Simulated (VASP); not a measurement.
# Ag (Fm-3m) in VASP: a series of runs

Ag is run at these levels: LDA; tasks: single point, relaxation of cell and atoms.

Everything below comes from runs of VASP 6.6.1. Logs are shortened: lines on timing, memory, paths and dates and some standing lists are left out, and cuts for length are marked.

### Step 1. The cell of the first run

The structure is cubic, space group Fm-3m (No. 225). The conventional cell has a = 4.002 Å, b = 4.002 Å, c = 4.002 Å, α = 90.00°, β = 90.00°, γ = 90.00°. Within 3.7 Å of Ag (site symmetry m-3m) lie 12 Ag at 2.83 Å.

### Step 2. Single point, LDA

Contents of INCAR:

```
SYSTEM = Ag
  PREC = Accurate
  ENCUT = 520
  EDIFF = 1E-6
  ISMEAR = 0
  SIGMA = 0.1
  LREAL = .FALSE.
  LASPH = .TRUE.
  NELM = 60
  ALGO = Normal
  ISIF = 2
  LWAVE = .FALSE.
  LCHARG = .FALSE.
  GGA = CA
  NBANDS = 30
```

Contents of KPOINTS:

```
Automatic mesh
0
G
  6 6 6
  0 0 0
```

Contents of POSCAR:

```
Ag
1.0
    4.0022382418      0.0000000000      0.0000000000
    0.0000000000      4.0022382418      0.0000000000
    0.0000000000      0.0000000000      4.0022382418
Ag
4
Direct
    0.0000000000      0.0000000000      0.0000000000
    0.0000000000      0.5000000000      0.5000000000
    0.5000000000      0.0000000000      0.5000000000
    0.5000000000      0.5000000000      0.0000000000
```

Potentials or basis: VASP PAW LDA potentials, release 64 (Ag).

Run with:

```bash
$ cat potpaw_LDA.64/Ag/POTCAR > POTCAR
$ mpirun -np 1 vasp_std > vasp.out
```

OUTCAR:

```text
SYSTEM = Ag
   PREC = Accurate
   ENCUT = 520
   EDIFF = 1E-6
   ISMEAR = 0
   LREAL = .FALSE.
   LASPH = .TRUE.
   NELM = 60
   ISIF = 2
   GGA = CA

 ion  position               nearest neighbor table
   1  0.000  0.000  0.000-   2 2.83   3 2.83   4 2.83   2 2.83   3 2.83   2 2.83   4 2.83   2 2.83
                             3 2.83   4 2.83   3 2.83   4 2.83
   2  0.000  0.500  0.500-   1 2.83   3 2.83   4 2.83   1 2.83   4 2.83   1 2.83   3 2.83   1 2.83
                             3 2.83   4 2.83   4 2.83   3 2.83
   3  0.500  0.000  0.500-   1 2.83   2 2.83   4 2.83   1 2.83   4 2.83   2 2.83   4 2.83   4 2.83
                             1 2.83   2 2.83   1 2.83   2 2.83
   4  0.500  0.500  0.000-   1 2.83   2 2.83   3 2.83   2 2.83   3 2.83   1 2.83   3 2.83   3 2.83
                             1 2.83   2 2.83   2 2.83   1 2.83

  LATTYP: Found a simple cubic cell.
 ALAT       =     4.0022382418

  Lattice vectors:

 A1 = (   4.0022382418,   0.0000000000,   0.0000000000)
 A2 = (   0.0000000000,   4.0022382418,   0.0000000000)
 A3 = (   0.0000000000,   0.0000000000,   4.0022382418)

Analysis of symmetry for initial positions (statically):
=====================================================================
 Subroutine PRICEL returns following result:

  LATTYP: Found a face centered cubic cell.
 ALAT       =     4.0022382418

  Lattice vectors:

 A1 = (   2.0011191209,  -2.0011191209,   0.0000000000)
 A2 = (   2.0011191209,   0.0000000000,   2.0011191209)
 A3 = (   0.0000000000,  -2.0011191209,   2.0011191209)

   4 primitive cells build up your supercell.

 Routine SETGRP: Setting up the symmetry group for a
 simple cubic supercell.

 Subroutine GETGRP returns: Found 48 space group operations
 (whereof 48 operations were pure point group operations)
 out of a pool of 48 trial point group operations.

The static configuration has the point symmetry O_h .

Analysis of symmetry for dynamics (positions and initial velocities):
=====================================================================
 Subroutine PRICEL returns following result:

  LATTYP: Found a face centered cubic cell.
 ALAT       =     4.0022382418

  Lattice vectors:

 A1 = (   2.0011191209,  -2.0011191209,   0.0000000000)
 A2 = (   2.0011191209,   0.0000000000,   2.0011191209)
 A3 = (   0.0000000000,  -2.0011191209,   2.0011191209)

   4 primitive cells build up your supercell.

 Routine SETGRP: Setting up the symmetry group for a
 simple cubic supercell.

 Subroutine GETGRP returns: Found 48 space group operations
 (whereof 48 operations were pure point group operations)
 out of a pool of 48 trial point group operations.

The dynamic configuration has the point symmetry O_h .

 Subroutine INISYM returns: Found 48 space group operations
 (whereof 48 operations are pure point group operations),
 and found     4 'primitive' translations

----------------------------------------------------------------------------------------

                                     Primitive cell

  volume of cell :      16.0269

  direct lattice vectors                    reciprocal lattice vectors
     2.001119121 -2.001119121  0.000000000     0.249860188 -0.249860188 -0.249860188
     2.001119121  0.000000000  2.001119121     0.249860188  0.249860188  0.249860188
     0.000000000 -2.001119121  2.001119121    -0.249860188 -0.249860188  0.249860188

  length of vectors
     2.830009801  2.830009801  2.830009801     0.432770541  0.432770541  0.432770541

  position of ions in fractional coordinates (direct lattice)
     0.000000000  0.000000000  0.000000000

  ion indices of the primitive-cell ions
   primitive index   ion index
                 1           1

----------------------------------------------------------------------------------------

 KPOINTS: Automatic mesh

Automatic generation of k-mesh.
 Grid dimensions read from file:
 generate k-points for:    6    6    6

 Generating k-lattice:

  Cartesian coordinates                     Fractional coordinates (reciprocal lattice)
     0.041643365  0.000000000  0.000000000     0.166666667  0.000000000  0.000000000
     0.000000000  0.041643365  0.000000000     0.000000000  0.166666667  0.000000000
     0.000000000  0.000000000  0.041643365     0.000000000  0.000000000  0.166666667

  Length of vectors
     0.041643365  0.041643365  0.041643365

  Shift w.r.t. Gamma in fractional coordinates (k-lattice)
     0.000000000  0.000000000  0.000000000

 Subroutine IBZKPT returns following result:
 ===========================================

 Found     20 irreducible k-points:

 Following reciprocal coordinates:
            Coordinates               Weight
  0.000000  0.000000  0.000000      1.000000
  0.166667  0.000000  0.000000      6.000000
  0.333333  0.000000  0.000000      6.000000
  0.500000  0.000000  0.000000      3.000000
  0.166667  0.166667  0.000000     12.000000
  0.333333  0.166667  0.000000     24.000000
[... 12 lines left out ...]
  0.500000  0.500000  0.333333      6.000000
  0.500000  0.500000  0.500000      1.000000
   k-points           NKPTS =     20   k-points in BZ     NKDIM =     20   number of bands    NBANDS=     30
   number of dos      NEDOS =    301   number of ions     NIONS =      4
   total plane-waves  NPLWV =  27000
   dimension x,y,z NGX =    30 NGY =   30 NGZ =   30
   dimension x,y,z NGXF=    60 NGYF=   60 NGZF=   60
   ions per type =               4
   NGX,Y,Z   is equivalent  to a cutoff of  12.46, 12.46, 12.46 a.u.
   NGXF,Y,Z  is equivalent  to a cutoff of  24.92, 24.92, 24.92 a.u.
 SYSTEM =  Ag
   PREC   = accura    normal or accurate (medium, high low for compatibility)
   ISTART =      0    job   : 0-new  1-cont  2-samecut
   ICHARG =      2    charge: 1-file 2-atom 10-const
   ISPIN  =      1    spin polarized calculation?
   LNONCOLLINEAR =      F non collinear calculations
   LSORBIT =      F    spin-orbit coupling
   LASPH  =      T    aspherical Exc in radial PAW
   ENCUT  =  520.0 eV  38.22 Ry    6.18 a.u.   7.44  7.44  7.44*2*pi/ulx,y,z
   NELM   =     60;   NELMIN=  2; NELMDL= -5     # of ELM steps
   EDIFF  = 0.1E-05   stopping-criterion for ELM
   LREAL  =      F    real-space projection
   EDIFFG = 0.1E-04   stopping-criterion for IOM
   NSW    =      0    number of steps for IOM
   IBRION =     -1    ionic relax: 0-MD 1-quasi-New 2-CG
   NFREE  =      0    steps in history (QN), initial steepest desc. (CG)
   ISIF   =      2    stress and relaxation
   ISYM   =      2    0-nonsym 1-usesym 2-fastsym
   POTIM  = 0.5000    time-step for ionic-motion
   TEBEG  =    0.0;   TEEND  =   0.0 temperature during run
   PSTRESS=    0.0 pullay stress
   NELECT =      44.0000    total number of electrons
   NUPDOWN=      -1.0000    fix difference up-down
   EMIN   =  10.00;   EMAX   =-10.00  energy-range for DOS
   EFERMI =   0.00;   METHOD = LEGACY
   ISMEAR =     0;   SIGMA  =   0.10  broadening in eV -4-tet -1-fermi 0-gaus
   EFERMI_NEDOS =   21; number of points for ismear=-14 and -15
   IALGO  =     38    algorithm
   IMIX   =      4    mixing-type and parameters
     AMIX     =   0.40;   BMIX     =  1.00
     AMIX_MAG =   1.60;   BMIX_MAG =  1.00
  volume/ion in A,a.u.               =      16.03       108.15
  Fermi-wavevector in a.u.,A,eV,Ry     =   1.444074  2.728904 28.372906  2.085350
  Thomas-Fermi vector in A             =   2.562410
   LORBIT       =      0    0 simple, 1 ext, 2 COOP (PROOUT), +10 PAW based schemes
   GGA     = CA    functional components
   LHFCALC =     F    Hartree Fock is set to
   AEXX    =    0.0000 exact exchange contribution
   IVDW    =     0    specifies the selected vdW correction
   LEPSILON=     F    determine dielectric tensor
   LRPA    =     F    only Hartree local field effects (RPA)
 non-spin polarized calculation
 Gauss-broadening in eV      SIGMA  =   0.10
  energy-cutoff  :      520.00
  volume of cell :       64.11
 maximum number of plane-waves:      1755
 NGX is ok and might be reduce to    30
   NGX = 15   NGY = 15   NGZ = 15

 number of electron      43.9999963 magnetization

 Free energy of the ion-electron system (eV)
  ---------------------------------------------------
  ext. energy  EPLUGINS =         0.00000000
  ---------------------------------------------------
  free energy    TOTEN  =       -15.10763172 eV

  energy without entropy =      -15.09584991  energy(sigma->0) =      -15.10174081

 E-fermi :   9.0509     XC(G=0): -12.9511

 val. band max:        9.0221971458   @ k =   0.1667   0.0000   0.0000
 cond. band min:       9.1013345868   @ k =   0.3333   0.3333   0.1667
 fundamental gap:      0.0791374410
 Fermi energy:         9.0509434027

 k-point     1 :       0.0000    0.0000    0.0000
  band No.  band energies     occupation
      1       0.7534      2.00000
      2       2.2003      2.00000
      3       2.2003      2.00000
      4       2.2003      2.00000
      5       2.3610      2.00000
      6       2.3610      2.00000
[... 22 lines left out ...]
     29      19.9204      0.00000
     30      19.9204      0.00000

 k-point     2 :       0.1667    0.0000    0.0000
  band No.  band energies     occupation
      1       1.0561      2.00000
      2       2.3266      2.00000
      3       2.3670      2.00000
      4       2.3670      2.00000
      5       2.4605      2.00000
      6       2.5147      2.00000
[... 22 lines left out ...]
     29      19.1248      0.00000
     30      19.1974      0.00000

 k-point     3 :       0.3333    0.0000    0.0000
  band No.  band energies     occupation
      1       1.8757      2.00000
      2       2.6203      2.00000
      3       2.7406      2.00000
      4       2.7702      2.00000
      5       2.7702      2.00000
      6       2.9718      2.00000
[... 550 lines left out ...]
     29      24.2625      0.00000
     30      24.2625      0.00000

 k-point    20 :       0.5000    0.5000    0.5000
  band No.  band energies     occupation
      1       2.2452      2.00000
      2       2.2452      2.00000
      3       2.2452      2.00000
      4       2.2452      2.00000
      5       4.0166      2.00000
      6       4.0166      2.00000
[... 22 lines left out ...]
     29      24.4481      0.00000
     30      24.4481      0.00000

------------------------ aborting loop because EDIFF is reached ----------------------------------------

  FORCE on cell =-STRESS in cart. coord.  units (eV):
  Direction    XX          YY          ZZ          XY          YZ          ZX
  --------------------------------------------------------------------------------------
  -------------------------------------------------------------------------------------
  Total        0.0686582      0.0686582      0.0686582     -0.0000000      0.0000000     -0.0000000
  in kB        1.7159077      1.7159077      1.7159077     -0.0000000      0.0000000     -0.0000000
  external PRESSURE =       1.7159077 kB  Pullay stress =       0.0000000 kB

 VOLUME and BASIS-vectors are now :
 -----------------------------------------------------------------------------
  energy-cutoff  :      520.00
  volume of cell :       64.11
      direct lattice vectors                 reciprocal lattice vectors
     4.002238242  0.000000000  0.000000000     0.249860188  0.000000000  0.000000000
     0.000000000  4.002238242  0.000000000     0.000000000  0.249860188  0.000000000
     0.000000000  0.000000000  4.002238242     0.000000000  0.000000000  0.249860188

 POSITION                                       TOTAL-FORCE (eV/Angst)
 -----------------------------------------------------------------------------------
      0.00000      0.00000      0.00000        -0.000000     -0.000000      0.000000
      0.00000      2.00112      2.00112         0.000000     -0.000000     -0.000000
      2.00112      0.00000      2.00112         0.000000      0.000000     -0.000000
      2.00112      2.00112      0.00000        -0.000000     -0.000000     -0.000000
 -----------------------------------------------------------------------------------
    total drift:                                0.000000      0.000000     -0.000000

  FREE ENERGIE OF THE ION-ELECTRON SYSTEM (eV)
  ---------------------------------------------------
  free  energy   TOTEN  =       -15.1076317188 eV

  energy  without entropy=      -15.0958499089  energy(sigma->0) =      -15.10174081
```

Wall time 45 s (1 thread of Intel Xeon 8259CL, shared host); peak memory 0.16 GiB.

What came out:

| Item | Value |
| --- | --- |
| Free energy | -15.1076 eV |
| Pressure | 0.2 GPa |
| Band gap on the k mesh | zero (bands 22 and 23 overlap by 2.09 eV) |

Levels at points of the mesh, in eV from the Fermi level:
| k point | band 18 | band 19 | band 20 | band 21 | band 22 | band 23 | band 24 | band 25 | band 26 | band 27 |
| --- | --- | --- | --- | --- | --- | --- | --- | --- | --- | --- |
| (0.00, 0.00, 0.00) | -2.71 | -2.71 | -2.71 | -2.71 | 1.48 | 1.48 | 1.48 | 7.21 | 7.21 | 7.21 |
| (0.50, 0.00, 0.00) | -3.84 | -3.42 | -3.42 | -2.70 | -2.70 | 6.16 | 6.16 | 6.16 | 6.16 | 7.32 |
| (0.50, 0.50, 0.00) | -3.84 | -3.84 | -3.84 | -0.49 | -0.49 | -0.49 | -0.49 | 9.71 | 9.71 | 9.71 |
| (0.50, 0.50, 0.50) | -2.94 | -2.94 | -2.94 | -0.61 | -0.61 | -0.61 | -0.61 | 3.93 | 3.93 | 3.93 |

### Step 3. Relaxation of cell and atoms, LDA

This run uses another cell than the first one, of 17.10 Å³/atom.

Contents of INCAR:

```
PREC = Accurate
ENCUT = 600
EDIFF = 1E-6
ISMEAR = 0
SIGMA = 0.1
LREAL = False
LASPH = True
NELM = 60
ALGO = Normal
ISIF = 3
LWAVE = False
LCHARG = False
IBRION = 2
NSW = 60
EDIFFG = -0.01
```

Contents of KPOINTS:

```
regular mesh
0
Gamma
  6 6 6
```

Contents of POSCAR:

```
Ag
1.0
    4.0900000000      0.0000000000      0.0000000000
    0.0000000000      4.0900000000      0.0000000000
    0.0000000000      0.0000000000      4.0900000000
Ag
4
Direct
    0.0000000000      0.0000000000      0.0000000000
    0.0000000000      0.5000000000      0.5000000000
    0.5000000000      0.0000000000      0.5000000000
    0.5000000000      0.5000000000      0.0000000000
```

Potentials or basis: VASP PAW LDA potentials, release 64 (Ag).

Run with:

```bash
$ cat potpaw_LDA.64/Ag/POTCAR > POTCAR
$ mpirun -np 1 vasp_std > vasp.out
```

It took 2.5 min on 1 thread of Intel Xeon 8259CL, shared host; peak memory 0.2 GiB.

The run converged. Its results:

```yaml
Free_energy: -15.1087 eV
Relaxed_volume: 16.06 Å³/atom
Relaxed_cell: a = 4.005 Å, b = 4.005 Å, c = 4.005 Å, α = 90.00°, β = 90.00°, γ = 90.00°
Space_group_after_relaxing_to_0.1_Å: Fm-3m (No. 225)
Energy_gained_by_relaxing: 25.9 meV/atom
Ionic_steps: 3
Pressure_after_relaxing: -0.1 GPa
Band_gap_on_the_k_mesh: zero (bands 22 and 23 overlap by 2.09 eV)
```

The path:
| step | energy change (eV) | largest force (eV/Å) | pressure (GPa) | volume (Å³) |
| --- | --- | --- | --- | --- |
| 1 | 0.0000 | 0.0000 | -7.32 | 68.42 |
| 2 | -0.0254 | 0.0000 | 8.22 | 60.97 |
| 3 | -0.1034 | 0.0000 | -0.06 | 64.22 |

Final structure:
```
Ag
1.0
     4.00466    0.00000    0.00000
     0.00000    4.00466    0.00000
     0.00000    0.00000    4.00466
Ag
4
Direct
  0.00000 0.00000 0.00000
  0.00000 0.50000 0.50000
  0.50000 0.00000 0.50000
  0.50000 0.50000 0.00000
```

Levels at points of the mesh, in eV from the Fermi level:
```
           k point  band 19  band 20  band 21  band 22  band 23  band 24  band 25  band 26
(0.00, 0.00, 0.00)    -2.70    -2.70    -2.70     1.48     1.48     1.48     7.20     7.20
(0.50, 0.00, 0.00)    -3.41    -3.41    -2.70    -2.70     6.16     6.16     6.16     6.16
(0.50, 0.50, 0.00)    -3.83    -3.83    -0.49    -0.49    -0.49    -0.49     9.71     9.71
(0.50, 0.50, 0.50)    -2.94    -2.94    -0.60    -0.60    -0.60    -0.60     3.92     3.92
```
